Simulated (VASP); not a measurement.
# Al (I4/mmm) in VASP: a series of runs, part 2 of 2

VASP 6.6.1. The steps go on from the part before.

**3. Single point, PBEsol+D3(BJ)**

This run uses another cell than the first one, of the same volume but with other edges.

INCAR

```
PREC = Accurate
ENCUT = 520
EDIFF = 1E-6
ISMEAR = 0
SIGMA = 0.15
LREAL = F
LASPH = T
NELM = 60
ALGO = Normal
ISIF = 2
LWAVE = F
LCHARG = F
GGA = PS
IVDW = 12
NBANDS = 8
```

KPOINTS

```
Automatic mesh
0
Gamma
  22 22 22
```

POSCAR

```
Al
1.0
    0.0000000000      2.1366492832      1.8161518907
    2.1366492832      0.0000000000      1.8161518907
    2.1366492832      2.1366492832      0.0000000000
Al
1
Direct
    0.0000000000      0.0000000000      0.0000000000
```

Potentials or basis: VASP PAW PBE potentials, release 64 (Al).

Started as:

```
> cat potpaw_PBE.64/Al/POTCAR > POTCAR
> mpirun -np 1 vasp_std > vasp.out
```

OUTCAR:

```text
PREC = Accurate
   ENCUT = 520
   EDIFF = 1E-6
   ISMEAR = 0
   LREAL = F
   LASPH = T
   NELM = 60
   ISIF = 2
   GGA = PS
   IVDW = 12
 IVDW          = 12

 ion  position               nearest neighbor table
   1  0.000  0.000  0.000-

  LATTYP: Found a body centered tetragonal cell.
 ALAT       =     3.0216783943
 C/A-ratio  =     1.2020815280

  Lattice vectors:

 A1 = (   0.0000000000,  -2.1366492832,  -1.8161518907)
 A2 = (   0.0000000000,   2.1366492832,  -1.8161518907)
 A3 = (   2.1366492832,   0.0000000000,   1.8161518907)

[... 443 lines left out ...]

 [... further k-points ...]

------------------------ aborting loop because EDIFF is reached ----------------------------------------

 Edisp (eV)   -0.31591

 E8    (eV) :    -0.2128

  FORCE on cell =-STRESS in cart. coord.  units (eV):
  Direction    XX          YY          ZZ          XY          YZ          ZX
  --------------------------------------------------------------------------------------
  -------------------------------------------------------------------------------------
  Total      -0.63712    -0.63712     0.09494     0.00000     0.00000    -0.00000
  in kB     -61.55811   -61.55811     9.17325     0.00000     0.00000    -0.00000
  external pressure =      -37.98 kB  Pullay stress =        0.00 kB

 VOLUME and BASIS-vectors are now :
 -----------------------------------------------------------------------------
  energy-cutoff  :      520.00
  volume of cell :       16.58
      direct lattice vectors                 reciprocal lattice vectors
     0.000000000  2.136649283  1.816151891    -0.234011264  0.234011264  0.275307370
     2.136649283  0.000000000  1.816151891     0.234011264 -0.234011264  0.275307370
     2.136649283  2.136649283  0.000000000     0.234011264  0.234011264 -0.275307370

 POSITION                                       TOTAL-FORCE (eV/Angst)
 -----------------------------------------------------------------------------------
      0.00000      0.00000      0.00000         0.000000     -0.000000      0.000000
 -----------------------------------------------------------------------------------
    total drift:                               -0.000000      0.000000      0.000000

  FREE ENERGIE OF THE ION-ELECTRON SYSTEM (eV)
  ---------------------------------------------------
  free  energy   TOTEN  =        -4.3640880236 eV

  energy  without entropy=       -4.3592563908  energy(sigma->0) =       -4.36167221
```

OSZICAR:

```text
N       E                     dE             d eps       ncg     rms          rms(c)
DAV:   1    -0.266588853112E+01   -0.26659E+01   -0.86010E+02 13384   0.204E+02
DAV:   2    -0.406943977637E+01   -0.14036E+01   -0.13527E+01 18664   0.187E+01
DAV:   3    -0.407626905436E+01   -0.68293E-02   -0.68267E-02 17048   0.144E+00
DAV:   4    -0.407628619911E+01   -0.17145E-04   -0.17145E-04 20328   0.635E-02
DAV:   5    -0.407628623468E+01   -0.35569E-07   -0.35019E-07 17320   0.171E-03    0.136E+00
DAV:   6    -0.405941094919E+01    0.16875E-01   -0.24521E-03 16520   0.200E-01    0.769E-01
DAV:   7    -0.404819687516E+01    0.11214E-01   -0.65732E-03 16472   0.317E-01    0.162E-01
DAV:   8    -0.404818109799E+01    0.15777E-04   -0.24842E-05 19272   0.341E-02    0.859E-03
DAV:   9    -0.404818043824E+01    0.65974E-06   -0.34412E-07 17968   0.266E-03
   1 F= -.43640880E+01 E0= -.43616722E+01  d E =-.483163E-02
```

stdout:

```text
POSCAR found type information on POSCAR Al
 POSCAR found :  1 types and       1 ions
 scaLAPACK will be used
 -----------------------------------------------------------------------------
|                                                                             |
|                                                                             |
|     You enforced a specific xc type in the INCAR file but a different       |
|     I HOPE YOU KNOW WHAT YOU ARE DOING!                                     |
|                                                                             |
 -----------------------------------------------------------------------------

 LDA part: xc-table for (Slater+PW92), standard interpolation
 POSCAR, INCAR and KPOINTS ok, starting setup
 FFT: planning ... GRIDC
 FFT: planning ... GRID_SOFT
 FFT: planning ... GRID
 WAVECAR not read
 entering main loop
```

Wall time 94 s (1 thread of Intel Xeon 8259CL, shared host); peak memory 0.22 GiB.

What came out:

```yaml
Free_energy: -4.3641 eV
Pressure: -3.8 GPa
Band_gap_on_the_k_mesh: zero (an odd number of electrons rules out a gap without spin polarisation)
Dispersion_energy_per_atom: -0.316 eV
```

Stress tensor (GPa, compression positive):
```
-6.16  0.00  0.00
 0.00 -6.16  0.00
 0.00  0.00  0.92
```

Caveat: the cell stands under tension; the PAW data sets were made with another functional, which shifts forces and pressure a little.

**4. Single point, PBEsol+D3(BJ)**

This run uses another cell than the first one, of the same volume but with other edges.

INCAR

```
ALGO = Normal
EDIFF = 1E-6
ENCUT = 520
GGA = PS
ISIF = 2
ISMEAR = 0
IVDW = 12
LASPH = True
LCHARG = False
LREAL = False
LWAVE = False
NBANDS = 8
NELM = 100
PREC = Accurate
SIGMA = 0.15
```

KPOINTS

```
k-points
0
Gamma
  22 22 22
```

POSCAR

```
Al
1.0
    0.0000000000      1.9046381017      2.2855657221
    1.9046381017      0.0000000000      2.2855657221
    1.9046381017      1.9046381017      0.0000000000
Al
1
Direct
    0.0000000000      0.0000000000      0.0000000000
```

Potentials or basis: VASP PAW PBE potentials, release 64 (Al).

Started as:

```
> cat potpaw_PBE.64/Al/POTCAR > POTCAR
> mpirun -np 1 vasp_std > vasp.out
```

OUTCAR:

```text
EDIFF = 1E-6
   ENCUT = 520
   GGA = PS
   ISIF = 2
   ISMEAR = 0
   IVDW = 12
   LASPH = True
   LREAL = False
   NELM = 100
   PREC = Accurate
 IVDW          = 12

 ion  position               nearest neighbor table
   1  0.000  0.000  0.000-

  LATTYP: Found a body centered tetragonal cell.
 ALAT       =     2.6935650348
 C/A-ratio  =     1.6970562749

  Lattice vectors:

 A1 = (  -1.9046381017,   0.0000000000,   2.2855657221)
 A2 = (   1.9046381017,   0.0000000000,   2.2855657221)
 A3 = (   0.0000000000,   1.9046381017,  -2.2855657221)

Analysis of symmetry for initial positions (statically):
=====================================================================
 Subroutine PRICEL returns:
 Original cell was already a primitive cell.

 Routine SETGRP: Setting up the symmetry group for a
 body centered tetragonal supercell.

 Subroutine GETGRP returns: Found 16 space group operations
 (whereof 16 operations were pure point group operations)
 out of a pool of 16 trial point group operations.

The static configuration has the point symmetry D_4h.
[... 161 lines left out ...]

 val. band max:        7.8302054323   @ k =  -0.2273   0.5000   0.2727
 cond. band min:       7.8419476703   @ k =  -0.2727   0.2273   0.5000
 fundamental gap:      0.0117422381
 Fermi energy:         7.8385961210

 k-point     1 :       0.0000    0.0000    0.0000
  band No.  band energies     occupation
      1      -3.1984      2.00000
      2      19.4440      0.00000
      3      21.5703      0.00000
      4      21.5703      0.00000
      5      21.6832      0.00000
      6      22.0052      0.00000
      7      22.0052      0.00000
      8      22.2140      0.00000
[... 243 lines left out ...]
 k-point    24 :      -0.4545    0.0455    0.0000
  band No.  band energies     occupation
      1       2.9396      2.00000
      2       4.2053      2.00000
      3      14.8892      0.00000
      4      18.1394      0.00000
      5      21.1069      0.00000
      6      22.2138      0.00000
      7      23.8824      0.00000
      8      24.8939      0.00000

 [... further k-points ...]

------------------------ aborting loop because EDIFF is reached ----------------------------------------

 Edisp (eV)   -0.31582

 E8    (eV) :    -0.2127

  FORCE on cell =-STRESS in cart. coord.  units (eV):
  Direction    XX          YY          ZZ          XY          YZ          ZX
  --------------------------------------------------------------------------------------
  -------------------------------------------------------------------------------------
  Total       0.17491     0.17491    -1.08768     0.00000     0.00000    -0.00000
  in kB      16.89952    16.89952  -105.09051     0.00000     0.00000    -0.00000
  external pressure =      -23.76 kB  Pullay stress =        0.00 kB

 VOLUME and BASIS-vectors are now :
 -----------------------------------------------------------------------------
  energy-cutoff  :      520.00
  volume of cell :       16.58
      direct lattice vectors                 reciprocal lattice vectors
     0.000000000  1.904638102  2.285565722    -0.262517063  0.262517063  0.218764219
     1.904638102  0.000000000  2.285565722     0.262517063 -0.262517063  0.218764219
     1.904638102  1.904638102  0.000000000     0.262517063  0.262517063 -0.218764219

 POSITION                                       TOTAL-FORCE (eV/Angst)
 -----------------------------------------------------------------------------------
      0.00000      0.00000      0.00000        -0.000000     -0.000000      0.000000
 -----------------------------------------------------------------------------------
    total drift:                                0.000000      0.000000     -0.000000

  FREE ENERGIE OF THE ION-ELECTRON SYSTEM (eV)
  ---------------------------------------------------
  free  energy   TOTEN  =        -4.3390521523 eV

  energy  without entropy=       -4.3341703425  energy(sigma->0) =       -4.33661125
```

Run time: 71 s. Hardware: 1 thread of Intel Xeon 8259CL, shared host; peak memory 0.21 GiB.

What came out:

- Free energy: -4.3391 eV
- Pressure: -2.4 GPa
- Band gap on the k mesh: zero (an odd number of electrons rules out a gap without spin polarisation)
- Dispersion energy per atom: -0.316 eV

Caveat: the PAW data sets were made with another functional, which shifts forces and pressure a little.

**5. The runs side by side**

```tsv
cell	gap on the mesh (eV)	pressure (GPa)
a = 3.123, b = 3.123, c = 2.550 Å, angles 65.9, 65.9, 48.2°, 1 atom	none	4.4
a = 2.804, b = 2.804, c = 3.022 Å, angles 57.4, 57.4, 65.2°, 1 atom	none	-3.8
a = 2.975, b = 2.975, c = 2.694 Å, angles 63.1, 63.1, 53.8°, 1 atom	none	-2.4
```

Alike in all rows: task single point; level PBEsol+D3(BJ); potentials or basis VASP PAW PBE potentials, release 64 (Al); no spin polarisation; k mesh 22 × 22 × 22; cutoff (eV) 520; smearing gaussian 0.15 eV.

Caveats: the PAW data sets were made with another functional, which shifts forces and pressure a little; the cell stands under pressure (at least some runs); the cell stands under tension (at least some runs).

Total energies depend on the potentials used, so only differences within one code and one set of settings carry meaning.
